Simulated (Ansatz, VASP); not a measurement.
**Two plane-wave programs on NiO2**

```xyz
3
Lattice="2.7135 0.0000 0.0000 -1.3567 2.3500 0.0000 0.0000 0.0000 5.2343" Properties=species:S:1:pos:R:3 pbc="T T T"
Ni    0.0000    0.0000    2.6172
O     1.3567    0.7833    3.4021
O     0.0000    1.5666    1.8323
```

Alike in both runs: task single point; functional PBEsol; k mesh 12 × 12 × 6; occupations gaussian, width 0.05 eV; no spin polarisation.

|  | VASP | Ansatz |
| --- | --- | --- |
| version | VASP 6.6.1 | Ansatz 0.2.0 |
| potentials or method | VASP PAW PBE potentials, release 64 (Ni_sv_GW, O), cutoff 700 eV | scalar-relativistic, plane waves, PAW |
| valence electrons in the cell | 30 | 30 |

|  | VASP | Ansatz | Ansatz less VASP |
| --- | --- | --- | --- |
| gap on the k mesh at the Fermi level (eV) | 1.22 | 1.23 | +0.012 |
| least direct gap on the mesh (eV) | 1.82 | 1.82 | +0.008 |
| rms of the force components (eV/Å) | 2.106 | 2.078 | -0.0280 |

VASP's potentials were made for PBE, not for PBEsol. Atom by atom the forces differ by 0.028 eV/Å (rms over components).
